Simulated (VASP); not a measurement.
# Zr3F2 (P6/mmm) in VASP: a series of runs

Zr3F2 is run at these levels: PBE; tasks: single point.

Everything below comes from runs of VASP 6.6.1. Logs are shortened: lines on timing, memory, paths and dates and some standing lists are left out, and cuts for length are marked.

**1. The cell of the first run**

It takes space group P6/mmm (No. 191, hexagonal). Conventional cell: a = 4.807 Å, b = 4.807 Å, c = 4.068 Å, α = 90.00°, β = 90.00°, γ = 120.00°. Zr (site symmetry mmm) has 4 Zr at 2.40 Å and 6 F at 2.40 to 3.15 Å within 3.2 Å. F (site symmetry 6/mmm) has 2 F at 2.03 Å within 2.7 Å. Within 2.7 Å of F (site symmetry 6/mmm) lie 2 F at 2.03 Å and 6 Zr at 2.40 Å.

**2. Single point, PBE**

INCAR

```
ALGO     = Normal         # electronic algorithm
EDIFF    = 1E-6           # SCF threshold, eV
ENCUT    = 520            # plane-wave cutoff, eV
GGA      = PE             # functional
ISIF     = 2              # what is computed and relaxed
ISMEAR   = 0              # smearing method
LASPH    = True           # aspherical terms in the spheres
LCHARG   = False          # write CHGCAR
LREAL    = False          # projectors in reciprocal space
LWAVE    = False          # write WAVECAR
NBANDS   = 33             # bands
NELM     = 80             # most SCF steps
PREC     = Accurate       # precision mode
SIGMA    = 0.1            # smearing width, eV
```

KPOINTS

```
k-points
0
Gamma
  6 6 4
```

POSCAR

```
Zr3F2
1.0
    4.8073194500      0.0000000000      0.0000000000
   -2.4036597300      4.1632607700      0.0000000000
    0.0000000000      0.0000000000      4.0677291500
Zr F
3 2
Direct
    0.5000000000      0.0000000000      0.0000000000
    0.0000000000      0.5000000000      0.0000000000
    0.5000000000      0.5000000000      0.0000000000
    0.0000000000      0.0000000000      0.5000000000
    0.0000000000      0.0000000000      0.0000000000
```

Potentials or basis: VASP PAW PBE potentials, release 64 (Zr_sv, F).

Started as:

```
cat potpaw_PBE.64/Zr_sv/POTCAR potpaw_PBE.64/F/POTCAR > POTCAR
mpirun -np 1 vasp_std > vasp.out
```

OUTCAR:

```text
EDIFF = 1E-6
   ENCUT = 520
   GGA = PE
   ISIF = 2
   ISMEAR = 0
   LASPH = True
   LREAL = False
   NELM = 80
   PREC = Accurate

 ion  position               nearest neighbor table
   1  0.500  0.000  0.000-   2 2.40   2 2.40   5 2.40   5 2.40   3 2.40   3 2.40
   2  0.000  0.500  0.000-   1 2.40   1 2.40   3 2.40   3 2.40   5 2.40   5 2.40
   3  0.500  0.500  0.000-   5 2.40   5 2.40   2 2.40   2 2.40   1 2.40   1 2.40
   4  0.000  0.000  0.500-
   5  0.000  0.000  0.000-   3 2.40   3 2.40   1 2.40   1 2.40   2 2.40   2 2.40

  LATTYP: Found a hexagonal cell.
 ALAT       =     4.8073194500
 C/A-ratio  =     0.8461532861

  Lattice vectors:

 A1 = (   4.8073194500,   0.0000000000,   0.0000000000)
 A2 = (  -2.4036597300,   4.1632607700,   0.0000000000)
 A3 = (   0.0000000000,   0.0000000000,   4.0677291500)

Analysis of symmetry for initial positions (statically):
=====================================================================
 Subroutine PRICEL returns:
 Original cell was already a primitive cell.

 Routine SETGRP: Setting up the symmetry group for a
 hexagonal supercell.

 Subroutine GETGRP returns: Found 24 space group operations
 (whereof 24 operations were pure point group operations)
 out of a pool of 24 trial point group operations.

The static configuration has the point symmetry D_6h.

Analysis of symmetry for dynamics (positions and initial velocities):
=====================================================================
 Subroutine PRICEL returns:
 Original cell was already a primitive cell.

 Routine SETGRP: Setting up the symmetry group for a
 hexagonal supercell.

 Subroutine GETGRP returns: Found 24 space group operations
 (whereof 24 operations were pure point group operations)
 out of a pool of 24 trial point group operations.

The dynamic configuration has the point symmetry D_6h.

 Subroutine INISYM returns: Found 24 space group operations
 (whereof 24 operations are pure point group operations),
 and found     1 'primitive' translations

----------------------------------------------------------------------------------------

                                     Primitive cell

  volume of cell :      81.4120

  direct lattice vectors                    reciprocal lattice vectors
     4.807319450  0.000000000  0.000000000     0.208016133  0.120098170  0.000000000
    -2.403659730  4.163260770  0.000000000     0.000000000  0.240196340  0.000000000
     0.000000000  0.000000000  4.067729150     0.000000000  0.000000000  0.245837410

  length of vectors
     4.807319450  4.807319454  4.067729150     0.240196340  0.240196340  0.245837410

  position of ions in fractional coordinates (direct lattice)
     0.500000000  0.000000000  0.000000000
     1.000000000  0.500000000  0.000000000
     0.500000000  0.500000000  0.000000000
     0.000000000  0.000000000  0.500000000
     0.000000000  0.000000000  0.000000000

  ion indices of the primitive-cell ions
   primitive index   ion index
                 1           1
                 2           2
                 3           3
                 4           4
                 5           5

----------------------------------------------------------------------------------------

 KPOINTS: k-points

Automatic generation of k-mesh.
 Grid dimensions read from file:
 generate k-points for:    6    6    4

 Generating k-lattice:

  Cartesian coordinates                     Fractional coordinates (reciprocal lattice)
     0.034669355  0.020016362  0.000000000     0.166666667 -0.000000000  0.000000000
     0.000000000  0.040032723  0.000000000     0.000000000  0.166666667  0.000000000
     0.000000000  0.000000000  0.061459353     0.000000000  0.000000000  0.250000000

  Length of vectors
     0.040032723  0.040032723  0.061459353

  Shift w.r.t. Gamma in fractional coordinates (k-lattice)
     0.000000000  0.000000000  0.000000000

 Subroutine IBZKPT returns following result:
 ===========================================

 Found     21 irreducible k-points:

 Following reciprocal coordinates:
            Coordinates               Weight
  0.000000  0.000000  0.000000      1.000000
  0.166667  0.000000  0.000000      6.000000
  0.333333 -0.000000  0.000000      6.000000
  0.500000  0.000000  0.000000      3.000000
  0.166667  0.166667  0.000000      6.000000
  0.333333  0.166667  0.000000     12.000000
[... 13 lines left out ...]
  0.333333  0.166667  0.500000     12.000000
  0.333333  0.333333  0.500000      2.000000
   k-points           NKPTS =     21   k-points in BZ     NKDIM =     21   number of bands    NBANDS=     33
   number of dos      NEDOS =    301   number of ions     NIONS =      5
   total plane-waves  NPLWV =  38880
   dimension x,y,z NGX =    36 NGY =   36 NGZ =   30
   dimension x,y,z NGXF=    72 NGYF=   72 NGZF=   60
   ions per type =               3   2
   NGX,Y,Z   is equivalent  to a cutoff of  12.45, 12.45, 12.26 a.u.
   NGXF,Y,Z  is equivalent  to a cutoff of  24.90, 24.90, 24.52 a.u.
 SYSTEM =  unknown system
   PREC   = accura    normal or accurate (medium, high low for compatibility)
   ISTART =      0    job   : 0-new  1-cont  2-samecut
   ICHARG =      2    charge: 1-file 2-atom 10-const
   ISPIN  =      1    spin polarized calculation?
   LNONCOLLINEAR =      F non collinear calculations
   LSORBIT =      F    spin-orbit coupling
   LASPH  =      T    aspherical Exc in radial PAW
   ENCUT  =  520.0 eV  38.22 Ry    6.18 a.u.   8.94  8.94  7.56*2*pi/ulx,y,z
   NELM   =     80;   NELMIN=  2; NELMDL= -5     # of ELM steps
   EDIFF  = 0.1E-05   stopping-criterion for ELM
   LREAL  =      F    real-space projection
   EDIFFG = 0.1E-04   stopping-criterion for IOM
   NSW    =      0    number of steps for IOM
   IBRION =     -1    ionic relax: 0-MD 1-quasi-New 2-CG
   NFREE  =      0    steps in history (QN), initial steepest desc. (CG)
   ISIF   =      2    stress and relaxation
   ISYM   =      2    0-nonsym 1-usesym 2-fastsym
   POTIM  = 0.5000    time-step for ionic-motion
   TEBEG  =    0.0;   TEEND  =   0.0 temperature during run
   PSTRESS=    0.0 pullay stress
   NELECT =      50.0000    total number of electrons
   NUPDOWN=      -1.0000    fix difference up-down
   EMIN   =  10.00;   EMAX   =-10.00  energy-range for DOS
   EFERMI =   0.00;   METHOD = LEGACY
   ISMEAR =     0;   SIGMA  =   0.10  broadening in eV -4-tet -1-fermi 0-gaus
   EFERMI_NEDOS =   21; number of points for ismear=-14 and -15
   IALGO  =     38    algorithm
   IMIX   =      4    mixing-type and parameters
     AMIX     =   0.40;   BMIX     =  1.00
     AMIX_MAG =   1.60;   BMIX_MAG =  1.00
  volume/ion in A,a.u.               =      16.28       109.88
  Fermi-wavevector in a.u.,A,eV,Ry     =   1.391560  2.629667 26.346858  1.936439
  Thomas-Fermi vector in A             =   2.515387
   LORBIT       =      0    0 simple, 1 ext, 2 COOP (PROOUT), +10 PAW based schemes
   GGA     = PE    functional components
   LHFCALC =     F    Hartree Fock is set to
   AEXX    =    0.0000 exact exchange contribution
   IVDW    =     0    specifies the selected vdW correction
   LEPSILON=     F    determine dielectric tensor
   LRPA    =     F    only Hartree local field effects (RPA)
 non-spin polarized calculation
 Gauss-broadening in eV      SIGMA  =   0.10
  energy-cutoff  :      520.00
  volume of cell :       81.41
 maximum number of plane-waves:      2209
 NGX is ok and might be reduce to    36
   NGX = 17   NGY = 17   NGZ = 15

 number of electron      50.0000016 magnetization

 Free energy of the ion-electron system (eV)
  ---------------------------------------------------
  ext. energy  EPLUGINS =         0.00000000
  ---------------------------------------------------
  free energy    TOTEN  =       -25.50372260 eV

  energy without entropy =      -25.47612403  energy(sigma->0) =      -25.48992331

 E-fermi :   8.2315     XC(G=0): -10.8893

 val. band max:        8.2269574264   @ k =   0.5000   0.0000   0.2500
 cond. band min:       8.2701060444   @ k =   0.5000   0.0000   0.5000
 fundamental gap:      0.0431486181
 Fermi energy:         8.2314959637

 k-point     1 :       0.0000    0.0000    0.0000
  band No.  band energies     occupation
      1     -41.2559      2.00000
      2     -39.8915      2.00000
      3     -39.8915      2.00000
      4     -22.1323      2.00000
      5     -20.2563      2.00000
      6     -20.2563      2.00000
[... 25 lines left out ...]
     32      13.7182      0.00000
     33      13.7182      0.00000

 k-point     2 :       0.1667    0.0000    0.0000
  band No.  band energies     occupation
      1     -41.1849      2.00000
      2     -39.9846      2.00000
      3     -39.8935      2.00000
      4     -21.8708      2.00000
      5     -20.3131      2.00000
      6     -20.0616      2.00000
[... 25 lines left out ...]
     32      13.2040      0.00000
     33      13.4988      0.00000

 k-point     3 :       0.3333   -0.0000    0.0000
  band No.  band energies     occupation
      1     -40.9964      2.00000
      2     -40.2166      2.00000
      3     -39.8974      2.00000
      4     -21.3159      2.00000
      5     -20.2097      2.00000
      6     -19.5140      2.00000
[... 25 lines left out ...]
     32      11.7098      0.00000
     33      11.9645      0.00000

 k-point     4 :       0.5000    0.0000    0.0000
  band No.  band energies     occupation
      1     -40.8388      2.00000
      2     -40.3957      2.00000
      3     -39.8994      2.00000
      4     -21.1144      2.00000
      5     -19.6128      2.00000
      6     -18.9197      2.00000
[... 25 lines left out ...]
     32      10.7852      0.00000
     33      12.4066      0.00000

 k-point     5 :       0.1667    0.1667    0.0000
  band No.  band energies     occupation
      1     -41.0526      2.00000
      2     -40.1488      2.00000
      3     -39.8972      2.00000
      4     -21.4150      2.00000
      5     -20.3827      2.00000
      6     -19.6346      2.00000
[... 496 lines left out ...]
 k-point    19 :       0.1667    0.1667    0.5000
  band No.  band energies     occupation
      1     -41.0504      2.00000
      2     -40.1471      2.00000
      3     -39.8956      2.00000
      4     -21.4100      2.00000
      5     -20.3634      2.00000
      6     -19.6301      2.00000
[... 25 lines left out ...]
     32      12.2980      0.00000
     33      12.8885      0.00000

 k-point    20 :       0.3333    0.1667    0.5000
  band No.  band energies     occupation
      1     -40.8382      2.00000
      2     -40.3905      2.00000
      3     -39.8998      2.00000
      4     -20.8928      2.00000
      5     -20.1173      2.00000
      6     -19.0291      2.00000
[... 25 lines left out ...]
     32      12.2289      0.00000
     33      12.6917      0.00000

 k-point    21 :       0.3333    0.3333    0.5000
  band No.  band energies     occupation
      1     -40.6188      2.00000
      2     -40.6188      2.00000
      3     -39.9027      2.00000
      4     -20.1686      2.00000
      5     -20.0807      2.00000
      6     -20.0807      2.00000
[... 25 lines left out ...]
     32      11.7128      0.00000
     33      12.3836      0.00000

------------------------ aborting loop because EDIFF is reached ----------------------------------------

  FORCE on cell =-STRESS in cart. coord.  units (eV):
  Direction    XX          YY          ZZ          XY          YZ          ZX
  --------------------------------------------------------------------------------------
  -------------------------------------------------------------------------------------
  Total       23.3865727     23.3865728      5.5405715     -0.0000000      0.0000000      0.0000000
  in kB      460.2444284    460.2444289    109.0376594     -0.0000006      0.0000000      0.0000000
  external PRESSURE =     343.1755056 kB  Pullay stress =       0.0000000 kB

 VOLUME and BASIS-vectors are now :
 -----------------------------------------------------------------------------
  energy-cutoff  :      520.00
  volume of cell :       81.41
      direct lattice vectors                 reciprocal lattice vectors
     4.807319450  0.000000000  0.000000000     0.208016133  0.120098170  0.000000000
    -2.403659730  4.163260770  0.000000000     0.000000000  0.240196340  0.000000000
     0.000000000  0.000000000  4.067729150     0.000000000  0.000000000  0.245837410

 POSITION                                       TOTAL-FORCE (eV/Angst)
 -----------------------------------------------------------------------------------
      2.40366      0.00000      0.00000         0.000000      0.000000      0.000000
     -1.20183      2.08163      0.00000        -0.000000      0.000000      0.000000
      1.20183      2.08163      0.00000        -0.000000      0.000000      0.000000
      0.00000      0.00000      2.03386        -0.000000      0.000000      0.000000
      0.00000      0.00000      0.00000        -0.000000      0.000000      0.000000
 -----------------------------------------------------------------------------------
    total drift:                                0.000000      0.000000     -0.000000

  FREE ENERGIE OF THE ION-ELECTRON SYSTEM (eV)
  ---------------------------------------------------
  free  energy   TOTEN  =       -25.5037225991 eV

  energy  without entropy=      -25.4761240259  energy(sigma->0) =      -25.48992331
```

Wall time 54 s (1 thread of AMD EPYC 7R43 (Zen 3), shared host); peak memory 0.16 GiB.

Results:

```yaml
Free_energy: -25.5037 eV
Pressure: 34.3 GPa
Band_gap_on_the_k_mesh: zero (band 25 reaches 8.88 eV, above the bottom of band 26 at 7.71 eV)
```

Stress tensor (GPa, compression positive):
```
46.02  0.00  0.00
 0.00 46.02  0.00
 0.00  0.00 10.90
```

Caveat: the k points lie up to 0.39 Å⁻¹ apart.

[end of part 1 of 2]
